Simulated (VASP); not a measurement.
# TePb (P6_3/mmc) in VASP: settings compared

Aim: see how the results for TePb move with the level of theory and the settings. Levels: PBEsol, LDA. Tasks: relaxation of cell and atoms.

All numbers are computed with VASP 6.6.1; they aren't measurements. Logs are shortened: lines on timing, memory, paths and dates and some standing lists are left out, and cuts for length are marked.

## Step 1: The cell of the first run

The structure is hexagonal, space group P6_3/mmc (No. 194). Conventional cell: a = 4.571 Å, b = 4.571 Å, c = 7.958 Å, α = 90.00°, β = 90.00°, γ = 120.00°. Pb (site symmetry -3m) has 6 Te at 3.31 Å and 2 Pb at 3.98 Å within 4.3 Å. Te (site symmetry -6m2) has 6 Pb at 3.31 Å within 4.3 Å.

## Step 2: Relaxation of cell and atoms, PBEsol

Contents of INCAR:

```
SYSTEM = TePb
ALGO     = Normal         ! electronic algorithm
EDIFF    = 1E-7           ! SCF threshold, eV
EDIFFG   = -0.005         ! ionic threshold
ENCUT    = 600            ! plane-wave cutoff, eV
GGA      = PS             ! functional
IBRION   = 2              ! ionic algorithm
ISIF     = 3              ! what is computed and relaxed
ISMEAR   = -1             ! smearing method
LASPH    = .TRUE.         ! aspherical terms in the spheres
LCHARG   = .FALSE.        ! write CHGCAR
LREAL    = .FALSE.        ! projectors in reciprocal space
LWAVE    = .FALSE.        ! write WAVECAR
NELM     = 60             ! most SCF steps
NSW      = 80             ! ionic steps
PREC     = Accurate       ! precision mode
SIGMA    = 0.02           ! smearing width, eV
```

Contents of KPOINTS:

```
k-points
0
G
  6 6 4
  0 0 0
```

Contents of POSCAR:

```
TePb
1.0
    4.5714605059      0.0000000000      0.0000000000
   -2.2857302530      3.9590009305      0.0000000000
    0.0000000000      0.0000000000      7.9576965205
Pb Te
2 2
Direct
    0.0000000000      0.0000000000      0.0000000000
    0.0000000000      0.0000000000      0.5000000000
    0.3333333333      0.6666666667      0.2500000000
    0.6666666667      0.3333333333      0.7500000000
```

Potentials or basis: VASP PAW PBE potentials, release 64 (Pb_d, Te).

Started as:

```
> cat potpaw_PBE.64/Pb_d/POTCAR potpaw_PBE.64/Te/POTCAR > POTCAR
> mpirun -np 1 vasp_std > vasp.out
```

OUTCAR:

```text
SYSTEM = TePb
   EDIFF = 1E-7
   EDIFFG = -0.005
   ENCUT = 600
   GGA = PS
   IBRION = 2
   ISIF = 3
   ISMEAR = -1
   LASPH = .TRUE.
   LREAL = .FALSE.
   NELM = 60
   NSW = 80
   PREC = Accurate

 ion  position               nearest neighbor table
   1  0.000  0.000  0.000-   3 3.31   4 3.31   4 3.31   3 3.31   4 3.31   3 3.31   2 3.98   2 3.98

   2  0.000  0.000  0.500-   3 3.31   4 3.31   4 3.31   3 3.31   4 3.31   3 3.31   1 3.98   1 3.98

   3  0.333  0.667  0.250-   1 3.31   2 3.31   1 3.31   2 3.31   1 3.31   2 3.31
   4  0.667  0.333  0.750-   1 3.31   2 3.31   1 3.31   2 3.31   1 3.31   2 3.31

  LATTYP: Found a hexagonal cell.
 ALAT       =     4.5714605059
 C/A-ratio  =     1.7407339537

  Lattice vectors:

 A1 = (   4.5714605059,   0.0000000000,   0.0000000000)
 A2 = (  -2.2857302530,   3.9590009305,   0.0000000000)
 A3 = (   0.0000000000,   0.0000000000,   7.9576965205)

Analysis of symmetry for initial positions (statically):
=====================================================================
 Subroutine PRICEL returns:
 Original cell was already a primitive cell.

 Routine SETGRP: Setting up the symmetry group for a
 hexagonal supercell.

 Subroutine GETGRP returns: Found 24 space group operations
 (whereof 12 operations were pure point group operations)
 out of a pool of 24 trial point group operations.

The static configuration has the point symmetry D_3d.
 The point group associated with its full space group is D_6h.

Analysis of symmetry for dynamics (positions and initial velocities):
=====================================================================
 Subroutine PRICEL returns:
 Original cell was already a primitive cell.

 Routine SETGRP: Setting up the symmetry group for a
 hexagonal supercell.

 Subroutine GETGRP returns: Found 24 space group operations
 (whereof 12 operations were pure point group operations)
 out of a pool of 24 trial point group operations.

The dynamic configuration has the point symmetry D_3d.
 The point group associated with its full space group is D_6h.

 Subroutine INISYM returns: Found 24 space group operations
 (whereof 12 operations are pure point group operations),
 and found     1 'primitive' translations

----------------------------------------------------------------------------------------

                                     Primitive cell

  volume of cell :     144.0217

  direct lattice vectors                    reciprocal lattice vectors
     4.571460506  0.000000000  0.000000000     0.218748472  0.126294489  0.000000000
    -2.285730253  3.959000930  0.000000000     0.000000000  0.252588978  0.000000000
     0.000000000  0.000000000  7.957696520     0.000000000  0.000000000  0.125664506

  length of vectors
     4.571460506  4.571460506  7.957696520     0.252588978  0.252588978  0.125664506

  position of ions in fractional coordinates (direct lattice)
     0.000000000  0.000000000  0.000000000
     0.000000000  0.000000000  0.500000000
     0.333333333  0.666666667  0.250000000
     0.666666667  0.333333333  0.750000000

  ion indices of the primitive-cell ions
   primitive index   ion index
                 1           1
                 2           2
                 3           3
                 4           4

----------------------------------------------------------------------------------------

 KPOINTS: k-points

Automatic generation of k-mesh.
 Grid dimensions read from file:
 generate k-points for:    6    6    4

 Generating k-lattice:

  Cartesian coordinates                     Fractional coordinates (reciprocal lattice)
     0.036458079  0.021049082  0.000000000     0.166666667  0.000000000  0.000000000
     0.000000000  0.042098163  0.000000000     0.000000000  0.166666667  0.000000000
     0.000000000  0.000000000  0.031416126     0.000000000  0.000000000  0.250000000

  Length of vectors
     0.042098163  0.042098163  0.031416126

  Shift w.r.t. Gamma in fractional coordinates (k-lattice)
     0.000000000  0.000000000  0.000000000

 Subroutine IBZKPT returns following result:
 ===========================================

 Found     21 irreducible k-points:

 Following reciprocal coordinates:
            Coordinates               Weight
  0.000000  0.000000  0.000000      1.000000
  0.166667  0.000000  0.000000      6.000000
  0.333333  0.000000  0.000000      6.000000
  0.500000  0.000000  0.000000      3.000000
  0.166667  0.166667  0.000000      6.000000
  0.333333  0.166667  0.000000     12.000000
[... 13 lines left out ...]
  0.333333  0.166667  0.500000     12.000000
  0.333333  0.333333  0.500000      2.000000
   k-points           NKPTS =     21   k-points in BZ     NKDIM =     21   number of bands    NBANDS=     24
   number of dos      NEDOS =    301   number of ions     NIONS =      4
   total plane-waves  NPLWV = 102400
   dimension x,y,z NGX =    40 NGY =   40 NGZ =   64
   dimension x,y,z NGXF=    80 NGYF=   80 NGZF=  128
   ions per type =               2   2
   NGX,Y,Z   is equivalent  to a cutoff of  14.55, 14.55, 13.37 a.u.
   NGXF,Y,Z  is equivalent  to a cutoff of  29.09, 29.09, 26.74 a.u.
 SYSTEM =  TePb
   PREC   = accura    normal or accurate (medium, high low for compatibility)
   ISTART =      0    job   : 0-new  1-cont  2-samecut
   ICHARG =      2    charge: 1-file 2-atom 10-const
   ISPIN  =      1    spin polarized calculation?
   LNONCOLLINEAR =      F non collinear calculations
   LSORBIT =      F    spin-orbit coupling
   LASPH  =      T    aspherical Exc in radial PAW
   ENCUT  =  600.0 eV  44.10 Ry    6.64 a.u.   9.13  9.13 15.89*2*pi/ulx,y,z
   NELM   =     60;   NELMIN=  2; NELMDL= -5     # of ELM steps
   EDIFF  = 0.1E-06   stopping-criterion for ELM
   LREAL  =      F    real-space projection
   EDIFFG = -.5E-02   stopping-criterion for IOM
   NSW    =     80    number of steps for IOM
   IBRION =      2    ionic relax: 0-MD 1-quasi-New 2-CG
   NFREE  =      1    steps in history (QN), initial steepest desc. (CG)
   ISIF   =      3    stress and relaxation
   ISYM   =      2    0-nonsym 1-usesym 2-fastsym
   POTIM  = 0.5000    time-step for ionic-motion
   TEBEG  =    0.0;   TEEND  =   0.0 temperature during run
   PSTRESS=    0.0 pullay stress
   NELECT =      40.0000    total number of electrons
   NUPDOWN=      -1.0000    fix difference up-down
   EMIN   =  10.00;   EMAX   =-10.00  energy-range for DOS
   EFERMI =   0.00;   METHOD = LEGACY
   ISMEAR =    -1;   SIGMA  =   0.02  broadening in eV -4-tet -1-fermi 0-gaus
   EFERMI_NEDOS =   21; number of points for ismear=-14 and -15
   IALGO  =     38    algorithm
   IMIX   =      4    mixing-type and parameters
     AMIX     =   0.40;   BMIX     =  1.00
     AMIX_MAG =   1.60;   BMIX_MAG =  1.00
  volume/ion in A,a.u.               =      36.01       242.98
  Fermi-wavevector in a.u.,A,eV,Ry     =   1.068117  2.018449 15.522533  1.140874
  Thomas-Fermi vector in A             =   2.203755
   LORBIT       =      0    0 simple, 1 ext, 2 COOP (PROOUT), +10 PAW based schemes
   GGA     = PS    functional components
   LHFCALC =     F    Hartree Fock is set to
   AEXX    =    0.0000 exact exchange contribution
   IVDW    =     0    specifies the selected vdW correction
   LEPSILON=     F    determine dielectric tensor
   LRPA    =     F    only Hartree local field effects (RPA)
 conjugate gradient relaxation of ions
 non-spin polarized calculation
  energy-cutoff  :      600.00
  volume of cell :      144.02
 maximum number of plane-waves:      4857
 NGX is ok and might be reduce to    40
   NGX = 19   NGY = 19   NGZ = 31

--------------------------------------- Ionic step        1  -------------------------------------------

 number of electron      40.0000000 magnetization

 Free energy of the ion-electron system (eV)
  ---------------------------------------------------
  ext. energy  EPLUGINS =         0.00000000
  ---------------------------------------------------
  free energy    TOTEN  =       -16.29729980 eV

  energy without entropy =      -16.29674517  energy(sigma->0) =      -16.29702249

------------------------ aborting loop because EDIFF is reached ----------------------------------------

  FORCE on cell =-STRESS in cart. coord.  units (eV):
  Direction    XX          YY          ZZ          XY          YZ          ZX
  --------------------------------------------------------------------------------------
  -------------------------------------------------------------------------------------
  Total       -1.9259541     -1.9259541     -2.1812477      0.0000000     -0.0000000      0.0000000
  in kB      -21.4253813    -21.4253813    -24.2654095      0.0000000     -0.0000000      0.0000000
  external PRESSURE =     -22.3720574 kB  Pullay stress =       0.0000000 kB

 VOLUME and BASIS-vectors are now :
 -----------------------------------------------------------------------------
  energy-cutoff  :      600.00
  volume of cell :      144.02
      direct lattice vectors                 reciprocal lattice vectors
     4.571460506  0.000000000  0.000000000     0.218748472  0.126294489  0.000000000
    -2.285730253  3.959000930  0.000000000     0.000000000  0.252588978  0.000000000
     0.000000000  0.000000000  7.957696520     0.000000000  0.000000000  0.125664506
[... 229 lines left out ...]
 POSITION                                       TOTAL-FORCE (eV/Angst)
 -----------------------------------------------------------------------------------
      4.47562      0.00000     -0.00000         0.000000      0.000000     -0.000000
      4.47562      0.00000      3.90607         0.000000      0.000000     -0.000000
     -0.00000      2.58400      1.95304        -0.000000      0.000000      0.000000
      2.23781      1.29200      5.85911         0.000000     -0.000000     -0.000000
 -----------------------------------------------------------------------------------
    total drift:                                0.000000     -0.000000     -0.000000

  FREE ENERGIE OF THE ION-ELECTRON SYSTEM (eV)
  ---------------------------------------------------
  free  energy   TOTEN  =       -16.3580679400 eV

  energy  without entropy=      -16.3571068771  energy(sigma->0) =      -16.35758741

--------------------------------------- Ionic step        8  -------------------------------------------

 number of electron      39.9999996 magnetization

 Free energy of the ion-electron system (eV)
  ---------------------------------------------------
  ext. energy  EPLUGINS =         0.00000000
  ---------------------------------------------------
  free energy    TOTEN  =       -16.35809685 eV

  energy without entropy =      -16.35714577  energy(sigma->0) =      -16.35762131

 E-fermi :   5.9836     XC(G=0):  -9.4308

 val. band max:        5.9460461129   @ k =   0.0000   0.0000   0.0000
 cond. band min:       5.9987607978   @ k =   0.5000   0.0000   0.0000
 fundamental gap:      0.0527146849
 Fermi energy:         5.9836460625

 k-point     1 :       0.0000    0.0000    0.0000
  band No.  band energies     occupation
      1     -11.2717      2.00000
      2     -11.2550      2.00000
      3     -11.2550      2.00000
      4     -11.2366      2.00000
      5     -11.2366      2.00000
      6     -11.2254      2.00000
[... 16 lines left out ...]
     23       7.9042      0.00000
     24       8.2148      0.00000
[... 560 lines left out ...]
 POSITION                                       TOTAL-FORCE (eV/Angst)
 -----------------------------------------------------------------------------------
     -0.00000      0.00000      0.00000        -0.000000     -0.000000     -0.000000
      0.00000     -0.00000      3.90780        -0.000000      0.000000     -0.000000
     -0.00000      2.58507      1.95390        -0.000000     -0.000000      0.000000
      2.23874      1.29254      5.86170         0.000000      0.000000     -0.000000
 -----------------------------------------------------------------------------------
    total drift:                                0.000000     -0.000000     -0.000000

  FREE ENERGIE OF THE ION-ELECTRON SYSTEM (eV)
  ---------------------------------------------------
  free  energy   TOTEN  =       -16.3580968476 eV

  energy  without entropy=      -16.3571457682  energy(sigma->0) =      -16.35762131

 reached required accuracy - stopping structural energy minimisation
```

It took 12 min on 1 thread of Intel Xeon 8259CL, shared host; peak memory 0.37 GiB.

Results:

- Free energy: -16.3581 eV
- Relaxed volume: 33.92 Å³/atom
- Relaxed cell: a = 4.477 Å, b = 4.477 Å, c = 7.816 Å, α = 90.00°, β = 90.00°, γ = 120.00°
- Space group after relaxing (to 0.1 Å): P6_3/mmc (No. 194)
- Energy gained by relaxing: 15.2 meV/atom
- Ionic steps: 8
- Pressure after relaxing: 0.0 GPa
- Band gap on the k mesh: zero (bands 20 and 21 overlap by 0.09 eV)

The path:
```tsv
step	energy change (eV)	largest force (eV/Å)	pressure (GPa)	volume (Å³)
1	0.0000	0.0000	-2.24	144.02
2	-0.0565	0.0000	0.66	133.79
3	-0.0606	0.0000	0.00	135.79
4	-0.0606	0.0000	-0.05	135.95
5	-0.0607	0.0000	-0.05	135.93
6	-0.0608	0.0000	-0.05	135.85
7	-0.0608	0.0000	0.06	135.52
8	-0.0608	0.0000	0.00	135.69
```

Final structure:
```
Pb Te
1.0
     4.47748    0.00000    0.00000
    -2.23874    3.87761    0.00000
     0.00000    0.00000    7.81560
Pb Te
2 2
Direct
  0.00000 0.00000 0.00000
  0.00000 0.00000 0.50000
  0.33333 0.66667 0.25000
  0.66667 0.33333 0.75000
```

Levels at points of the mesh, in eV from the Fermi level:
| k point | band 17 | band 18 | band 19 | band 20 | band 21 | band 22 | band 23 | band 24 |
| --- | --- | --- | --- | --- | --- | --- | --- | --- |
| (0.00, 0.00, 0.00) | -1.82 | -1.24 | -1.24 | -0.05 | -0.04 | 1.92 | 1.92 | 2.23 |
| (0.50, 0.00, 0.00) | -3.16 | -1.40 | -1.36 | -1.16 | 0.02 | 0.73 | 1.86 | 3.56 |
| (0.00, 0.00, 0.50) | -1.53 | -1.53 | -1.52 | -1.52 | 1.97 | 1.97 | 1.97 | 1.97 |
| (0.50, 0.00, 0.50) | -2.78 | -2.78 | -2.53 | -2.53 | 1.77 | 1.77 | 2.71 | 2.71 |

Caveat: semilocal functionals underestimate gaps, so a narrow gap can read as zero; the PAW data sets were made with another functional, which shifts forces and pressure a little; spin-orbit coupling is left out, which moves the levels of the heavy elements.

[end of part 1 of 2]
